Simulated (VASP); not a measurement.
# H4C in VASP: notebook

Runs on H4C. Level: LDA. Tasks: single point.

Everything below comes from runs of VASP 6.6.1. Logs are shortened: lines on timing, memory, paths and dates and some standing lists are left out, and cuts for length are marked.

## Step 1: The cell of the first run

The cell holds an amorphous packing of atoms, 40 atoms: a = 7.958 Å, b = 7.958 Å, c = 7.958 Å, α = 90.00°, β = 90.00°, γ = 90.00°.

## Step 2: Single point, LDA

The input, INCAR:

```
PREC     = Accurate       # precision mode
ENCUT    = 520            # plane-wave cutoff, eV
EDIFF    = 1E-7           # SCF threshold, eV
ISMEAR   = -1             # smearing method
SIGMA    = 0.02           # smearing width, eV
LREAL    = Auto         
LASPH    = True           # aspherical terms in the spheres
NELM     = 80             # most SCF steps
ALGO     = Normal         # electronic algorithm
ISIF     = 2              # what is computed and relaxed
LWAVE    = False          # write WAVECAR
LCHARG   = False          # write CHGCAR
NBANDS   = 58             # bands
```

The input, KPOINTS:

```
Automatic mesh
0
Gamma
  1 1 1
```

The input, POSCAR:

```
H4C
1.0
    7.9581140000      0.0000000000      0.0000000000
    0.0000000000      7.9581140000      0.0000000000
    0.0000000000      0.0000000000      7.9581140000
C H
8 32
Direct
    0.7721901000      0.3548421000      0.8670217000
    0.1646904000      0.6176453000      0.2984157000
    0.8029442000      0.1793209000      0.4945999000
    0.3983488000      0.7992168000      0.0317015000
    0.6510379000      0.7529028000      0.5008745000
    0.0641096000      0.1227324000      0.0406530000
    0.1956660000      0.0217347000      0.5345234000
    0.2889568000      0.5670230000      0.7372994000
    0.8099213000      0.3409708000      0.9979124000
    0.8660357000      0.4287100000      0.8000517000
    0.6511249000      0.4185167000      0.8609227000
    0.7616785000      0.2311708000      0.8091998000
    0.2605341000      0.7025610000      0.3469104000
    0.0866336000      0.5731451000      0.4017371000
    0.2249375000      0.5108631000      0.2374543000
    0.0866563000      0.6840120000      0.2075609000
    0.8664221000      0.2171599000      0.6098700000
    0.6679637000      0.1974280000      0.5087722000
    0.8288860000      0.0472486000      0.4694527000
    0.8485049000      0.2554469000      0.3903047000
    0.4801102000      0.8624389000      0.1215151000
    0.2696801000      0.8002598000      0.0785175000
    0.4399301000      0.6697837000      0.0153767000
    0.4036746000      0.8643847000     -0.0886031000
    0.6322090000      0.6786425000      0.6143616000
    0.7621001000      0.7077832000      0.4347093000
    0.6683842000      0.8844321000      0.5347509000
    0.5414584000      0.7407536000      0.4196763000
    0.0992075000      0.1681406000     -0.0836638000
    0.1291560000      0.0050023000      0.0662857000
   -0.0711699000      0.1020584000      0.0451792000
    0.0992447000      0.2157282000      0.1348110000
    0.2753555000      0.1025839000      0.6110834000
    0.1159000000     -0.0540868000      0.6159907000
    0.2740780000     -0.0604653000      0.4580829000
    0.1173305000      0.0989071000      0.4529366000
    0.3965848000      0.6455124000      0.7689864000
    0.2586807000      0.4860492000      0.8434834000
    0.3192221000      0.4899151000      0.6282728000
    0.1813395000      0.6466155000      0.7084550000
```

Potentials or basis: VASP PAW LDA potentials, release 64 (C, H).

The run is started by

```
> cat potpaw_LDA.64/C/POTCAR potpaw_LDA.64/H/POTCAR > POTCAR
> mpirun -np 1 vasp_gam > vasp.out
```

OUTCAR:

```text
PREC = Accurate
   ENCUT = 520
   EDIFF = 1E-7
   ISMEAR = -1
   LREAL = Auto
   LASPH = True
   NELM = 80
   ISIF = 2

 ion  position               nearest neighbor table
   1  0.772  0.355  0.867-   9 1.09  11 1.09  10 1.09  12 1.09
   2  0.165  0.618  0.298-  13 1.09  14 1.09  15 1.09  16 1.09
   3  0.803  0.179  0.495-  17 1.09  20 1.09  19 1.09  18 1.09
   4  0.398  0.799  0.032-  24 1.09  23 1.09  21 1.09  22 1.09
   5  0.651  0.753  0.501-  28 1.09  26 1.09  25 1.09  27 1.09
   6  0.064  0.123  0.041-  32 1.09  29 1.09  31 1.09  30 1.09
   7  0.196  0.022  0.535-  35 1.09  34 1.09  36 1.09  33 1.09
   8  0.289  0.567  0.737-  39 1.09  37 1.09  38 1.09  40 1.09
   9  0.810  0.341  0.998-   1 1.09
  10  0.866  0.429  0.800-   1 1.09
  11  0.651  0.419  0.861-   1 1.09
  12  0.762  0.231  0.809-   1 1.09
  13  0.261  0.703  0.347-   2 1.09
  14  0.087  0.573  0.402-   2 1.09
[... 24 lines left out ...]
  39  0.319  0.490  0.628-   8 1.09
  40  0.181  0.647  0.708-   8 1.09

  LATTYP: Found a simple cubic cell.
 ALAT       =     7.9581140000

  Lattice vectors:

 A1 = (   7.9581140000,   0.0000000000,   0.0000000000)
 A2 = (   0.0000000000,   7.9581140000,   0.0000000000)
 A3 = (   0.0000000000,   0.0000000000,   7.9581140000)

Analysis of symmetry for initial positions (statically):
=====================================================================
 Subroutine PRICEL returns:
 Original cell was already a primitive cell.

 Routine SETGRP: Setting up the symmetry group for a
 simple cubic supercell.

 Subroutine GETGRP returns: Found  1 space group operations
 (whereof  1 operations were pure point group operations)
 out of a pool of 48 trial point group operations.

The static configuration has the point symmetry C_1 .

Analysis of symmetry for dynamics (positions and initial velocities):
=====================================================================
 Subroutine PRICEL returns:
 Original cell was already a primitive cell.

 Routine SETGRP: Setting up the symmetry group for a
 simple cubic supercell.

 Subroutine GETGRP returns: Found  1 space group operations
 (whereof  1 operations were pure point group operations)
 out of a pool of 48 trial point group operations.

The dynamic configuration has the point symmetry C_1 .

 Subroutine INISYM returns: Found  1 space group operations
 (whereof  1 operations are pure point group operations),
 and found     1 'primitive' translations

----------------------------------------------------------------------------------------

                                     Primitive cell

  volume of cell :     503.9999

  direct lattice vectors                    reciprocal lattice vectors
     7.958114000  0.000000000  0.000000000     0.125657913  0.000000000  0.000000000
     0.000000000  7.958114000  0.000000000     0.000000000  0.125657913  0.000000000
     0.000000000  0.000000000  7.958114000     0.000000000  0.000000000  0.125657913

  length of vectors
     7.958114000  7.958114000  7.958114000     0.125657913  0.125657913  0.125657913

  position of ions in fractional coordinates (direct lattice)
     0.772190100  0.354842100  0.867021700
     0.164690400  0.617645300  0.298415700
     0.802944200  0.179320900  0.494599900
     0.398348800  0.799216800  0.031701500
     0.651037900  0.752902800  0.500874500
     0.064109600  0.122732400  0.040653000
[... 32 lines left out ...]
     0.319222100  0.489915100  0.628272800
     0.181339500  0.646615500  0.708455000

  ion indices of the primitive-cell ions
   primitive index   ion index
                 1           1
                 2           2
                 3           3
                 4           4
                 5           5
                 6           6
[... 32 lines left out ...]
                39          39
                40          40

----------------------------------------------------------------------------------------

 KPOINTS: Automatic mesh

Automatic generation of k-mesh.
 Grid dimensions read from file:
 generate k-points for:    1    1    1

[... 43 lines left out ...]
   TEBEG  =    0.0;   TEEND  =   0.0 temperature during run
   PSTRESS=    0.0 pullay stress
   NELECT =      64.0000    total number of electrons
   NUPDOWN=      -1.0000    fix difference up-down
   EMIN   =  10.00;   EMAX   =-10.00  energy-range for DOS
   EFERMI =   0.00;   METHOD = LEGACY
   ISMEAR =    -1;   SIGMA  =   0.02  broadening in eV -4-tet -1-fermi 0-gaus
   EFERMI_NEDOS =   21; number of points for ismear=-14 and -15
   IALGO  =     38    algorithm
   IMIX   =      4    mixing-type and parameters
     AMIX     =   0.40;   BMIX     =  1.00
     AMIX_MAG =   1.60;   BMIX_MAG =  1.00
  volume/ion in A,a.u.               =      12.60        85.03
  Fermi-wavevector in a.u.,A,eV,Ry     =   0.822858  1.554975  9.212431  0.677095
  Thomas-Fermi vector in A             =   1.934266
   LORBIT       =      0    0 simple, 1 ext, 2 COOP (PROOUT), +10 PAW based schemes
   GGA     = CA    functional components
   LHFCALC =     F    Hartree Fock is set to
   AEXX    =    0.0000 exact exchange contribution
   IVDW    =     0    specifies the selected vdW correction
   LEPSILON=     F    determine dielectric tensor
   LRPA    =     F    only Hartree local field effects (RPA)
 non-spin polarized calculation
  energy-cutoff  :      520.00
  volume of cell :      504.00
 maximum number of plane-waves:      6759
 NGX is ok and might be reduce to    60
   NGX = 29   NGY = 29   NGZ = 29

 number of electron      63.9999999 magnetization

 Free energy of the ion-electron system (eV)
  ---------------------------------------------------
  ext. energy  EPLUGINS =         0.00000000
  ---------------------------------------------------
  free energy    TOTEN  =      -198.78435130 eV

  energy without entropy =     -198.78435130  energy(sigma->0) =     -198.78435130

 E-fermi :  -6.0048     XC(G=0):  -5.8293

 val. band max:       -6.4887100785   @ k =   0.0000   0.0000   0.0000
 cond. band min:       0.2484109348   @ k =   0.0000   0.0000   0.0000
 fundamental gap:      6.7371210133
 Fermi energy:        -6.0048176845

 k-point     1 :       0.0000    0.0000    0.0000
  band No.  band energies     occupation
      1     -15.4104      2.00000
      2     -15.2166      2.00000
      3     -14.9958      2.00000
      4     -14.9231      2.00000
      5     -14.8455      2.00000
      6     -14.8032      2.00000
[... 36 lines left out ...]
     43       3.2869      0.00000
     44       3.5648      0.00000
 [bands above 44 left out]

------------------------ aborting loop because EDIFF is reached ----------------------------------------

  FORCE on cell =-STRESS in cart. coord.  units (eV):
  Direction    XX          YY          ZZ          XY          YZ          ZX
  --------------------------------------------------------------------------------------
  -------------------------------------------------------------------------------------
  Total        3.2794763      3.6194554      4.5863121      0.0636401      0.4512628     -0.2217328
  in kB       10.4252051     11.5059728     14.5795366      0.2023069      1.4345301     -0.7048716
  external PRESSURE =      12.1702382 kB  Pullay stress =       0.0000000 kB

 VOLUME and BASIS-vectors are now :
 -----------------------------------------------------------------------------
  energy-cutoff  :      520.00
  volume of cell :      504.00
      direct lattice vectors                 reciprocal lattice vectors
     7.958114000  0.000000000  0.000000000     0.125657913  0.000000000  0.000000000
     0.000000000  7.958114000  0.000000000     0.000000000  0.125657913  0.000000000
     0.000000000  0.000000000  7.958114000     0.000000000  0.000000000  0.125657913

 POSITION                                       TOTAL-FORCE (eV/Angst)
 -----------------------------------------------------------------------------------
      6.14518      2.82387      6.89986        -0.109231      0.046292      0.231952
      1.31062      4.91529      2.37483        -0.129455     -0.107254      0.116053
      6.38992      1.42706      3.93608         0.104474     -0.033701     -0.097515
      3.17011      6.36026      0.25228         0.159301      0.162965      0.077351
      5.18103      5.99169      3.98602        -0.003306      0.026198      0.076208
      0.51019      0.97672      0.32352        -0.031257     -0.081741      0.035801
[... 32 lines left out ...]
      2.54041      3.89880      4.99987         0.023610     -0.189301     -0.291960
      1.44312      5.14584      5.63797        -0.237947      0.225491     -0.076721
 -----------------------------------------------------------------------------------
    total drift:                                0.010412      0.006197      0.011721

  FREE ENERGIE OF THE ION-ELECTRON SYSTEM (eV)
  ---------------------------------------------------
  free  energy   TOTEN  =      -198.7843513015 eV

  energy  without entropy=     -198.7843513014  energy(sigma->0) =     -198.78435130
```

Run time: 60 s. Hardware: 1 thread of Intel Xeon 6975P-C, shared host; peak memory 0.34 GiB.

Results:

```yaml
Free_energy: -198.7844 eV
Pressure: 1.2 GPa
Largest_force: 0.373 eV/Å
Band_gap_on_the_k_mesh: 6.74 eV
```

Forces in eV/Å, atoms in the order of the input:
```
C   -0.109  0.046  0.232
C   -0.129 -0.107  0.116
C    0.104 -0.034 -0.098
C    0.159  0.163  0.077
C   -0.003  0.026  0.076
C   -0.031 -0.082  0.036
C    0.059  0.020 -0.011
C    0.077 -0.151 -0.158
H    0.067  0.050  0.251
H    0.243  0.161 -0.165
H   -0.326  0.171 -0.057
H   -0.082 -0.159  0.050
H    0.188  0.159  0.115
H   -0.187 -0.116  0.272
H    0.144 -0.234 -0.170
H   -0.205  0.128 -0.179
H    0.154  0.010  0.010
H   -0.318  0.089  0.045
H    0.120 -0.191 -0.112
H    0.106  0.165 -0.284
H    0.172  0.189  0.270
H   -0.153 -0.028  0.012
H    0.078 -0.225  0.059
H    0.038  0.176 -0.249
H   -0.059 -0.215  0.248
H    0.278 -0.106 -0.169
H   -0.040  0.197  0.075
H   -0.288 -0.050 -0.202
H    0.054  0.109 -0.304
H    0.187 -0.227  0.069
H   -0.249 -0.043  0.009
H    0.075  0.239  0.249
H    0.199  0.175  0.200
H   -0.188 -0.176  0.175
H    0.205 -0.183 -0.152
H   -0.167  0.144 -0.180
H    0.110  0.069 -0.069
H   -0.069 -0.198  0.282
H    0.024 -0.189 -0.292
H   -0.238  0.225 -0.077
```

Stress tensor (GPa, compression positive):
```
 1.04  0.02 -0.07
 0.02  1.15  0.14
-0.07  0.14  1.46
```

Levels at points of the mesh, in eV from the valence-band top:
```tsv
k point	band 30	band 31	band 32	band 33	band 34	band 35
(0.00, 0.00, 0.00)	-0.24	-0.07	0.00	6.74	8.63	8.86
```

Caveat: the k points lie up to 0.79 Å⁻¹ apart.

[end of part 1 of 2]
